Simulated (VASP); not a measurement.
# Os (R-3m) in VASP: single point with r2SCAN

Aim: the single point of Os with r2SCAN.

Everything below comes from runs of VASP 6.6.1. Logs are shortened: lines on timing, memory, paths and dates and some standing lists are left out, and cuts for length are marked.

### 1 The cell of the first run

Symmetry: R-3m, No. 166, trigonal system. The conventional cell has a = 2.720 Å, b = 2.720 Å, c = 6.595 Å, α = 90.00°, β = 90.00°, γ = 120.00°. Within 3.6 Å of Os (site symmetry -3m) lie 12 Os at 2.70 to 2.72 Å.

This isn't the form of Os at room conditions, which is hcp.

### 2 Single point, r2SCAN

POSCAR reads:

```
Os
1.0
    2.7201819800      0.0000000000      0.0000000000
   -1.3600909900      2.3557466976      0.0000000000
    0.0000000000      0.0000000000      6.5954653800
Os
3
Direct
    0.3333261684      0.0000000000      0.3333333333
    0.0000000000      0.3333261684      0.6666666667
    0.6666738316      0.6666738316      0.0000000000
```

INCAR.step1 reads:

```
SYSTEM = Os
PREC = Accurate
ENCUT = 620
ISMEAR = 0
SIGMA = 0.1
LREAL = .False.
LASPH = .True.
NELM = 120
NBANDS = 31
GGA = PE
ALGO = Normal
EDIFF = 1E-5
LWAVE = .True.
LCHARG = .False.
GGA_COMPAT = .False.
```

INCAR.step2 reads:

```
SYSTEM = Os
PREC = Accurate
ENCUT = 620
EDIFF = 1E-6
ISMEAR = 0
SIGMA = 0.1
LREAL = .False.
LASPH = .True.
NELM = 120
ALGO = Normal
ISIF = 2
LWAVE = .False.
LCHARG = .False.
METAGGA = R2SCAN
LMIXTAU = .True.
NBANDS = 31
ISTART = 1
GGA_COMPAT = .False.
```

KPOINTS reads:

```
Automatic mesh
0
Gamma
  6 6 4
  0 0 0
```

Potentials or basis: VASP PAW PBE potentials, release 64 (Os_sv_GW).

Command:

```sh
$ cat potpaw_PBE.64/Os_sv_GW/POTCAR > POTCAR
$ cp INCAR.step1 INCAR
$ mpirun -np 1 vasp_std > vasp.out
$ cp INCAR.step2 INCAR
$ mpirun -np 1 vasp_std > vasp.out
```

OUTCAR:

```text
SYSTEM = Os
   PREC = Accurate
   ENCUT = 620
   EDIFF = 1E-6
   ISMEAR = 0
   LREAL = .False.
   LASPH = .True.
   NELM = 120
   ISIF = 2
   METAGGA = R2SCAN
   ISTART = 1

 ion  position               nearest neighbor table
   1  0.333  0.000  0.333-   3 2.70   2 2.70   3 2.70   3 2.70   2 2.70   2 2.70
   2  0.000  0.333  0.667-   3 2.70   1 2.70   3 2.70   3 2.70   1 2.70   1 2.70
   3  0.667  0.667  0.000-   1 2.70   2 2.70   1 2.70   2 2.70   2 2.70   1 2.70

  LATTYP: Found a hexagonal cell.
 ALAT       =     2.7201819800
 C/A-ratio  =     2.4246412293

  Lattice vectors:

 A1 = (   2.7201819800,   0.0000000000,   0.0000000000)
 A2 = (  -1.3600909900,   2.3557466976,   0.0000000000)
 A3 = (   0.0000000000,   0.0000000000,   6.5954653800)

Analysis of symmetry for initial positions (statically):
=====================================================================
 Subroutine PRICEL returns:
 Original cell was already a primitive cell.

 Routine SETGRP: Setting up the symmetry group for a
 hexagonal supercell.

 Subroutine GETGRP returns: Found  6 space group operations
 (whereof  2 operations were pure point group operations)
 out of a pool of 24 trial point group operations.

The static configuration has the point symmetry C_2 .
 The point group associated with its full space group is D_3 .

Analysis of symmetry for dynamics (positions and initial velocities):
=====================================================================
 Subroutine PRICEL returns:
 Original cell was already a primitive cell.

 Routine SETGRP: Setting up the symmetry group for a
 hexagonal supercell.

 Subroutine GETGRP returns: Found  6 space group operations
 (whereof  2 operations were pure point group operations)
 out of a pool of 24 trial point group operations.

The dynamic configuration has the point symmetry C_2 .
 The point group associated with its full space group is D_3 .

 Subroutine INISYM returns: Found  6 space group operations
 (whereof  2 operations are pure point group operations),
 and found     1 'primitive' translations

----------------------------------------------------------------------------------------

                                     Primitive cell

  volume of cell :      42.2641

  direct lattice vectors                    reciprocal lattice vectors
     2.720181980  0.000000000  0.000000000     0.367622463  0.212246928  0.000000000
    -1.360090990  2.355746698  0.000000000     0.000000000  0.424493856  0.000000000
     0.000000000  0.000000000  6.595465380     0.000000000  0.000000000  0.151619324

  length of vectors
     2.720181980  2.720181980  6.595465380     0.424493856  0.424493856  0.151619324

  position of ions in fractional coordinates (direct lattice)
     0.333326168  0.000000000  0.333333333
     0.000000000  0.333326168  0.666666667
     0.666673832  0.666673832  0.000000000

  ion indices of the primitive-cell ions
   primitive index   ion index
                 1           1
                 2           2
                 3           3

----------------------------------------------------------------------------------------

 KPOINTS: Automatic mesh

Automatic generation of k-mesh.
 Grid dimensions read from file:
 generate k-points for:    6    6    4

 Generating k-lattice:

  Cartesian coordinates                     Fractional coordinates (reciprocal lattice)
     0.061270411  0.035374488  0.000000000     0.166666667  0.000000000  0.000000000
     0.000000000  0.070748976  0.000000000     0.000000000  0.166666667  0.000000000
     0.000000000  0.000000000  0.037904831     0.000000000  0.000000000  0.250000000

  Length of vectors
     0.070748976  0.070748976  0.037904831

  Shift w.r.t. Gamma in fractional coordinates (k-lattice)
     0.000000000  0.000000000  0.000000000

 Subroutine IBZKPT returns following result:
 ===========================================

 Found     24 irreducible k-points:

 Following reciprocal coordinates:
            Coordinates               Weight
  0.000000  0.000000  0.000000      1.000000
  0.166667  0.000000  0.000000      6.000000
  0.333333 -0.000000  0.000000      6.000000
  0.500000 -0.000000  0.000000      3.000000
  0.166667  0.166667  0.000000      6.000000
  0.333333  0.166667  0.000000     12.000000
[... 16 lines left out ...]
  0.333333  0.166667  0.500000     12.000000
  0.333333  0.333333  0.500000      2.000000
   k-points           NKPTS =     24   k-points in BZ     NKDIM =     24   number of bands    NBANDS=     31
   number of dos      NEDOS =    301   number of ions     NIONS =      3
   total plane-waves  NPLWV =  31104
   dimension x,y,z NGX =    24 NGY =   24 NGZ =   54
   dimension x,y,z NGXF=    48 NGYF=   48 NGZF=  108
   ions per type =               3
   NGX,Y,Z   is equivalent  to a cutoff of  14.67, 14.67, 13.61 a.u.
   NGXF,Y,Z  is equivalent  to a cutoff of  29.34, 29.34, 27.22 a.u.
 SYSTEM =  Os
   PREC   = accura    normal or accurate (medium, high low for compatibility)
   ISTART =      1    job   : 0-new  1-cont  2-samecut
   ICHARG =      0    charge: 1-file 2-atom 10-const
   ISPIN  =      1    spin polarized calculation?
   LNONCOLLINEAR =      F non collinear calculations
   LSORBIT =      F    spin-orbit coupling
   LASPH  =      T    aspherical Exc in radial PAW
   ENCUT  =  620.0 eV  45.57 Ry    6.75 a.u.   5.52  5.52 13.39*2*pi/ulx,y,z
   NELM   =    120;   NELMIN=  2; NELMDL=  0     # of ELM steps
   EDIFF  = 0.1E-05   stopping-criterion for ELM
   LREAL  =      F    real-space projection
   EDIFFG = 0.1E-04   stopping-criterion for IOM
   NSW    =      0    number of steps for IOM
   IBRION =     -1    ionic relax: 0-MD 1-quasi-New 2-CG
   NFREE  =      0    steps in history (QN), initial steepest desc. (CG)
   ISIF   =      2    stress and relaxation
   ISYM   =      2    0-nonsym 1-usesym 2-fastsym
   POTIM  = 0.5000    time-step for ionic-motion
   TEBEG  =    0.0;   TEEND  =   0.0 temperature during run
   PSTRESS=    0.0 pullay stress
   NELECT =      48.0000    total number of electrons
   NUPDOWN=      -1.0000    fix difference up-down
   EMIN   =  10.00;   EMAX   =-10.00  energy-range for DOS
   EFERMI =   0.00;   METHOD = LEGACY
   ISMEAR =     0;   SIGMA  =   0.10  broadening in eV -4-tet -1-fermi 0-gaus
   EFERMI_NEDOS =   21; number of points for ismear=-14 and -15
   IALGO  =     38    algorithm
   IMIX   =      4    mixing-type and parameters
     AMIX     =   0.40;   BMIX     =  1.00
     AMIX_MAG =   1.60;   BMIX_MAG =  1.00
  volume/ion in A,a.u.               =      14.09        95.07
  Fermi-wavevector in a.u.,A,eV,Ry     =   1.708040  3.227727 39.693623  2.917399
  Thomas-Fermi vector in A             =   2.786781
   LORBIT       =      0    0 simple, 1 ext, 2 COOP (PROOUT), +10 PAW based schemes
   METAGGA = R2SCAN    functional components
   LHFCALC =     F    Hartree Fock is set to
   AEXX    =    0.0000 exact exchange contribution
   IVDW    =     0    specifies the selected vdW correction
   LEPSILON=     F    determine dielectric tensor
   LRPA    =     F    only Hartree local field effects (RPA)
 non-spin polarized calculation
 Gauss-broadening in eV      SIGMA  =   0.10
  energy-cutoff  :      620.00
  volume of cell :       42.26
 maximum number of plane-waves:      1515
 NGX is ok and might be reduce to    24
   NGX = 11   NGY = 11   NGZ = 27

 number of electron      47.9999997 magnetization

 Free energy of the ion-electron system (eV)
  ---------------------------------------------------
  ext. energy  EPLUGINS =         0.00000000
  ---------------------------------------------------
  free energy    TOTEN  =      -161.77206660 eV

  energy without entropy =     -161.76379275  energy(sigma->0) =     -161.76792967

 E-fermi :  13.5062     XC(G=0): -15.9654

 val. band max:       13.4939845393   @ k =   0.1667   0.0000   0.0000
 cond. band min:      13.5609186431   @ k =   0.3333   0.1667   0.5000
 fundamental gap:      0.0669341037
 Fermi energy:        13.5061658954

 k-point     1 :       0.0000    0.0000    0.0000
  band No.  band energies     occupation
      1     -75.2825      2.00000
      2     -75.1961      2.00000
      3     -75.1961      2.00000
      4     -34.3007      2.00000
      5     -34.3007      2.00000
      6     -33.6047      2.00000
[... 23 lines left out ...]
     30      14.4736      0.00000
     31      25.8974      0.00000

 k-point     2 :       0.1667    0.0000    0.0000
  band No.  band energies     occupation
      1     -75.2579      2.00000
      2     -75.1829      2.00000
      3     -75.1817      2.00000
      4     -34.2869      2.00000
      5     -34.2684      2.00000
      6     -33.8153      2.00000
[... 23 lines left out ...]
     30      16.9435      0.00000
     31      26.6430      0.00000

 k-point     3 :       0.3333   -0.0000    0.0000
  band No.  band energies     occupation
      1     -75.2050      2.00000
      2     -75.1612      2.00000
      3     -75.1513      2.00000
      4     -34.3989      2.00000
      5     -34.3686      2.00000
      6     -34.2053      2.00000
[... 23 lines left out ...]
     30      18.7768      0.00000
     31      24.5831      0.00000

 k-point     4 :       0.5000   -0.0000    0.0000
  band No.  band energies     occupation
      1     -75.1644      2.00000
      2     -75.1644      2.00000
      3     -75.1357      2.00000
      4     -34.5246      2.00000
      5     -34.4798      2.00000
      6     -34.4798      2.00000
[... 635 lines left out ...]
     30      21.7789      0.00000
     31      21.8220      0.00000

 k-point    23 :       0.3333    0.1667    0.5000
  band No.  band energies     occupation
      1     -75.1696      2.00000
      2     -75.1584      2.00000
      3     -75.1371      2.00000
      4     -34.4807      2.00000
      5     -34.3465      2.00000
      6     -34.3154      2.00000
[... 23 lines left out ...]
     30      22.0108      0.00000
     31      23.2509      0.00000

 k-point    24 :       0.3333    0.3333    0.5000
  band No.  band energies     occupation
      1     -75.1462      2.00000
      2     -75.1462      2.00000
      3     -75.1462      2.00000
      4     -34.3521      2.00000
      5     -34.3521      2.00000
      6     -34.3521      2.00000
[... 23 lines left out ...]
     30      21.6820      0.00000
     31      21.6844      0.00000

------------------------ aborting loop because EDIFF is reached ----------------------------------------

  FORCE on cell =-STRESS in cart. coord.  units (eV):
  Direction    XX          YY          ZZ          XY          YZ          ZX
  --------------------------------------------------------------------------------------
  -------------------------------------------------------------------------------------
  Total       -0.2045945     -0.2045945     -0.1818086      0.0000000     -0.0000000      0.0000000
  in kB       -7.7559045     -7.7559045     -6.8921220      0.0000000     -0.0000000      0.0000000
  external PRESSURE =      -7.4679770 kB  Pullay stress =       0.0000000 kB

 VOLUME and BASIS-vectors are now :
 -----------------------------------------------------------------------------
  energy-cutoff  :      620.00
  volume of cell :       42.26
      direct lattice vectors                 reciprocal lattice vectors
     2.720181980  0.000000000  0.000000000     0.367622463  0.212246928  0.000000000
    -1.360090990  2.355746698  0.000000000     0.000000000  0.424493856  0.000000000
     0.000000000  0.000000000  6.595465380     0.000000000  0.000000000  0.151619324

 POSITION                                       TOTAL-FORCE (eV/Angst)
 -----------------------------------------------------------------------------------
      0.90671      0.00000      2.19849         0.000205      0.000000      0.000000
     -0.45335      0.78523      4.39698        -0.000102      0.000177     -0.000000
      0.90674      1.57051      0.00000        -0.000102     -0.000177     -0.000000
 -----------------------------------------------------------------------------------
    total drift:                                0.000000     -0.000000     -0.000000

  FREE ENERGIE OF THE ION-ELECTRON SYSTEM (eV)
  ---------------------------------------------------
  free  energy   TOTEN  =      -161.7720666015 eV

  energy  without entropy=     -161.7637927456  energy(sigma->0) =     -161.76792967
```

Run time: 71 s. Hardware: 1 thread of Intel Xeon 6975P-C (Granite Rapids), shared host; peak memory 0.19 GiB.

Results:

```
Free energy            : -161.7721 eV
Pressure               : -0.7 GPa
Band gap on the k mesh : zero (bands 24 and 25 overlap by 3.78 eV)
```

Stress tensor (GPa, compression positive):
```
-0.78  0.00  0.00
 0.00 -0.78  0.00
 0.00  0.00 -0.69
```

Caveat: the k points lie up to 0.44 Å⁻¹ apart, too coarse for converged energies and pressures of a metal; the PAW data sets were made with another functional, which shifts forces and pressure a little; spin-orbit coupling is left out, which moves the levels of the heavy elements.

The gap in the log of VASP goes by the Fermi energy; the results here count the filled bands.